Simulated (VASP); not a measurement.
# Te2Mo (P6_3/mmc) in VASP: a series of runs, part 2 of 2

VASP 6.6.1.

## (4) Single point, PBE

This run uses another cell than the first one, of 27.99 Å³/atom.

File INCAR:

```
PREC     = Accurate       # precision mode
ENCUT    = 520            # plane-wave cutoff, eV
EDIFF    = 1E-7           # SCF threshold, eV
ISMEAR   = 0              # smearing method
SIGMA    = 0.02           # smearing width, eV
LREAL    = False          # projectors in reciprocal space
LASPH    = True           # aspherical terms in the spheres
NELM     = 100            # most SCF steps
ALGO     = Normal         # electronic algorithm
ISIF     = 2              # what is computed and relaxed
LWAVE    = False          # write WAVECAR
LCHARG   = True           # write CHGCAR
GGA      = PE             # functional
LELF     = True           # ELF
LVHAR    = True         
NBANDS   = 35             # bands
```

File KPOINTS:

```
Automatic mesh
0
Gamma
  12 12 2
```

File POSCAR:

```
Te2Mo
1.0
    3.5566632826      0.0000000000      0.0000000000
   -1.7783316413      3.0801607555      0.0000000000
    0.0000000000      0.0000000000     15.3316117682
Te Mo
4 2
Direct
    0.3333333333      0.6666666667      0.6320701806
    0.6666666667      0.3333333333      0.1320701806
    0.6666666667      0.3333333333      0.3679298194
    0.3333333333      0.6666666667      0.8679298194
    0.3333333333      0.6666666667      0.2500000000
    0.6666666667      0.3333333333      0.7500000000
```

Potentials or basis: VASP PAW PBE potentials, release 64 (Te, Mo_sv).

Started as:

```sh
> cat potpaw_PBE.64/Te/POTCAR potpaw_PBE.64/Mo_sv/POTCAR > POTCAR
> mpirun -np 1 vasp_std > vasp.out
```

OUTCAR:

```text
PREC = Accurate
   ENCUT = 520
   EDIFF = 1E-7
   ISMEAR = 0
   LREAL = False
   LASPH = True
   NELM = 100
   ISIF = 2
   GGA = PE

 ion  position               nearest neighbor table
   1  0.333  0.667  0.632-   6 2.74   6 2.74   6 2.74   4 3.62
   2  0.667  0.333  0.132-   5 2.74   5 2.74   5 2.74   3 3.62
   3  0.667  0.333  0.368-   5 2.74   5 2.74   5 2.74   2 3.62
   4  0.333  0.667  0.868-   6 2.74   6 2.74   6 2.74   1 3.62
   5  0.333  0.667  0.250-   2 2.74   3 2.74   2 2.74   3 2.74   2 2.74   3 2.74
   6  0.667  0.333  0.750-   1 2.74   4 2.74   1 2.74   4 2.74   1 2.74   4 2.74

  LATTYP: Found a hexagonal cell.
 ALAT       =     3.5566632826
 C/A-ratio  =     4.3106728273

  Lattice vectors:

 A1 = (   3.5566632826,   0.0000000000,   0.0000000000)
 A2 = (  -1.7783316413,   3.0801607555,   0.0000000000)
 A3 = (   0.0000000000,   0.0000000000,  15.3316117682)

Analysis of symmetry for initial positions (statically):
=====================================================================
 Subroutine PRICEL returns:
 Original cell was already a primitive cell.

 Routine SETGRP: Setting up the symmetry group for a
 hexagonal supercell.

 Subroutine GETGRP returns: Found 24 space group operations
 (whereof 12 operations were pure point group operations)
 out of a pool of 24 trial point group operations.

The static configuration has the point symmetry D_3d.
 The point group associated with its full space group is D_6h.

Analysis of symmetry for dynamics (positions and initial velocities):
=====================================================================
 Subroutine PRICEL returns:
 Original cell was already a primitive cell.

 Routine SETGRP: Setting up the symmetry group for a
 hexagonal supercell.

 Subroutine GETGRP returns: Found 24 space group operations
 (whereof 12 operations were pure point group operations)
 out of a pool of 24 trial point group operations.

The dynamic configuration has the point symmetry D_3d.
[... 131 lines left out ...]
  Thomas-Fermi vector in A             =   2.244009
   LORBIT       =      0    0 simple, 1 ext, 2 COOP (PROOUT), +10 PAW based schemes
   GGA     = PE    functional components
   LHFCALC =     F    Hartree Fock is set to
   AEXX    =    0.0000 exact exchange contribution
   IVDW    =     0    specifies the selected vdW correction
   LEPSILON=     F    determine dielectric tensor
   LRPA    =     F    only Hartree local field effects (RPA)
 non-spin polarized calculation
 Gauss-broadening in eV      SIGMA  =   0.02
  energy-cutoff  :      520.00
  volume of cell :      167.96
 maximum number of plane-waves:      4581
 NGX is ok and might be reduce to    28
   NGX = 13   NGY = 13   NGZ = 57

 number of electron      52.0000000 magnetization

 Free energy of the ion-electron system (eV)
  ---------------------------------------------------
  ext. energy  EPLUGINS =         0.00000000
  ---------------------------------------------------
  free energy    TOTEN  =       -36.07543203 eV

  energy without entropy =      -36.07543203  energy(sigma->0) =      -36.07543203

 E-fermi :   6.8916     XC(G=0):  -9.7284

 val. band max:        6.6317653815   @ k =   0.3333   0.3333   0.0000
 cond. band min:       7.6519380110   @ k =   0.2500   0.1667   0.0000
 fundamental gap:      1.0201726295
 Fermi energy:         6.8916297790

 k-point     1 :       0.0000    0.0000    0.0000
  band No.  band energies     occupation
      1     -54.0995      2.00000
      2     -54.0995      2.00000
      3     -28.2443      2.00000
      4     -28.2443      2.00000
      5     -28.1421      2.00000
      6     -28.1421      2.00000
[... 901 lines left out ...]
     34      10.1618      0.00000
     35      12.0651      0.00000

 [... further k-points ...]

------------------------ aborting loop because EDIFF is reached ----------------------------------------

  FORCE on cell =-STRESS in cart. coord.  units (eV):
  Direction    XX          YY          ZZ          XY          YZ          ZX
  --------------------------------------------------------------------------------------
  -------------------------------------------------------------------------------------
  Total       -0.0143985     -0.0143985      0.0785871      0.0000000      0.0000000      0.0000000
  in kB       -0.1373489     -0.1373489      0.7496488      0.0000000      0.0000000      0.0000000
  external PRESSURE =       0.1583170 kB  Pullay stress =       0.0000000 kB

 VOLUME and BASIS-vectors are now :
 -----------------------------------------------------------------------------
  energy-cutoff  :      520.00
  volume of cell :      167.96
      direct lattice vectors                 reciprocal lattice vectors
     3.556663283  0.000000000  0.000000000     0.281162404  0.162329190  0.000000000
    -1.778331641  3.080160756  0.000000000     0.000000000  0.324658380  0.000000000
     0.000000000  0.000000000 15.331611768     0.000000000  0.000000000  0.065224714

 POSITION                                       TOTAL-FORCE (eV/Angst)
 -----------------------------------------------------------------------------------
     -0.00000      2.05344      9.69065         0.000000     -0.000000     -0.012969
      1.77833      1.02672      2.02485         0.000000     -0.000000     -0.012969
      1.77833      1.02672      5.64096         0.000000     -0.000000      0.012969
     -0.00000      2.05344     13.30676         0.000000     -0.000000      0.012969
     -0.00000      2.05344      3.83290         0.000000     -0.000000      0.000000
      1.77833      1.02672     11.49871        -0.000000      0.000000      0.000000
 -----------------------------------------------------------------------------------
    total drift:                               -0.000000      0.000000     -0.000000

  FREE ENERGIE OF THE ION-ELECTRON SYSTEM (eV)
  ---------------------------------------------------
  free  energy   TOTEN  =       -36.0754320309 eV

  energy  without entropy=      -36.0754320309  energy(sigma->0) =      -36.07543203
```

OSZICAR:

```text
N       E                     dE             d eps       ncg     rms          rms(c)
DAV:   1     0.382071850282E+03    0.38207E+03   -0.27005E+04  3116   0.131E+03
DAV:   2    -0.151654596466E+02   -0.39724E+03   -0.38351E+03  3265   0.307E+02
DAV:   3    -0.368209579488E+02   -0.21655E+02   -0.21220E+02  3287   0.616E+01
DAV:   4    -0.373965631386E+02   -0.57561E+00   -0.57228E+00  3217   0.985E+00
DAV:   5    -0.374126771125E+02   -0.16114E-01   -0.16110E-01  3413   0.166E+00    0.205E+01
DAV:   6    -0.366652048627E+02    0.74747E+00   -0.65190E+00  2922   0.138E+01    0.867E+00
DAV:   7    -0.365286396896E+02    0.13657E+00   -0.54024E+00  2824   0.113E+01    0.617E+00
DAV:   8    -0.360808915101E+02    0.44775E+00   -0.96580E-01  2830   0.538E+00    0.242E+00
DAV:   9    -0.360826337862E+02   -0.17423E-02   -0.23669E-01  3070   0.220E+00    0.104E+00
DAV:  10    -0.360749886150E+02    0.76452E-02   -0.34631E-02  2869   0.109E+00    0.357E-01
DAV:  11    -0.360754038956E+02   -0.41528E-03   -0.20345E-03  3024   0.204E-01    0.204E-01
DAV:  12    -0.360754721958E+02   -0.68300E-04   -0.11964E-04  2980   0.488E-02    0.194E-01
DAV:  13    -0.360754265374E+02    0.45658E-04   -0.36632E-04  2817   0.994E-02    0.286E-02
DAV:  14    -0.360754288331E+02   -0.22957E-05   -0.26553E-05  3239   0.227E-02    0.238E-02
DAV:  15    -0.360754311799E+02   -0.23468E-05   -0.34583E-06  2730   0.837E-03    0.111E-02
DAV:  16    -0.360754317491E+02   -0.56924E-06   -0.13559E-06  2795   0.486E-03    0.279E-03
DAV:  17    -0.360754319735E+02   -0.22439E-06   -0.58947E-08  2116   0.110E-03    0.117E-03
DAV:  18    -0.360754320309E+02   -0.57408E-07   -0.11260E-08  1539   0.459E-04
   1 F= -.36075432E+02 E0= -.36075432E+02  d E =-.375720E-77
```

stdout:

```text
POSCAR found type information on POSCAR TeMo
 POSCAR found :  2 types and       6 ions
 scaLAPACK will be used
 LDA part: xc-table for (Slater+PW92), standard interpolation
 POSCAR, INCAR and KPOINTS ok, starting setup
 FFT: planning ... GRIDC
 FFT: planning ... GRID_SOFT
 FFT: planning ... GRID
 WAVECAR not read
 entering main loop
```

Wall time 2 min (1 thread of Intel Xeon 6975P-C (Granite Rapids), shared host); peak memory 0.42 GiB.

What came out:

```yaml
Free_energy: -36.0754 eV
Pressure: 0.0 GPa
Largest_force: 0.013 eV/Å
Band_gap_on_the_k_mesh: 1.02 eV (least direct gap 1.03 eV)
```

Forces in eV/Å, atoms in the order of the input:
```
Te   0.000  0.000 -0.013
Te   0.000  0.000 -0.013
Te   0.000  0.000  0.013
Te   0.000  0.000  0.013
Mo   0.000  0.000  0.000
Mo   0.000  0.000  0.000
```

Levels at points of the mesh, in eV from the valence-band top:
```tsv
k point	band 23	band 24	band 25	band 26	band 27	band 28	band 29	band 30
(0.00, 0.00, 0.00)	-0.91	-0.91	-0.76	-0.13	2.98	2.98	3.02	3.02
(0.50, 0.00, 0.00)	-0.78	-0.78	-0.40	-0.32	1.34	1.36	1.60	1.76
(0.00, 0.00, 0.50)	-0.92	-0.92	-0.28	-0.28	2.99	2.99	2.99	2.99
(0.50, 0.00, 0.50)	-0.78	-0.78	-0.36	-0.36	1.35	1.35	1.68	1.68
```

Caveat: spin-orbit coupling is left out, which moves the levels of the heavy elements; this functional lacks dispersion, which binds layers or chains, so the pressure and a relaxed spacing across them are unreliable.

## (5) Summary

| cell | gap on the mesh (eV) | pressure (GPa) | largest force (eV/Å) |
| --- | --- | --- | --- |
| a = 3.699, b = 3.699, c = 14.951 Å, angles 90.0, 90.0, 120.0°, 6 atoms, atomic positions A | 0.50 | -3.1 | 0.01 |
| a = 3.557, b = 3.557, c = 15.025 Å, angles 90.0, 90.0, 120.0°, 6 atoms, atomic positions B | 0.98 | 0.1 | 0.01 |
| a = 3.557, b = 3.557, c = 15.332 Å, angles 90.0, 90.0, 120.0°, 6 atoms, atomic positions C | 1.02 | 0.0 | 0.01 |

Alike in all rows: task single point; level PBE; potentials or basis VASP PAW PBE potentials, release 64 (Te, Mo_sv); no spin polarisation; k mesh 12 × 12 × 2; cutoff (eV) 520; smearing gaussian 0.02 eV.

Caveats: spin-orbit coupling is left out, which moves the levels of the heavy elements; this functional lacks dispersion, which binds layers or chains, so the pressure and a relaxed spacing across them are unreliable; the cell stands under tension (at least some runs).

Absolute energies hang on the potentials; compare differences alone.
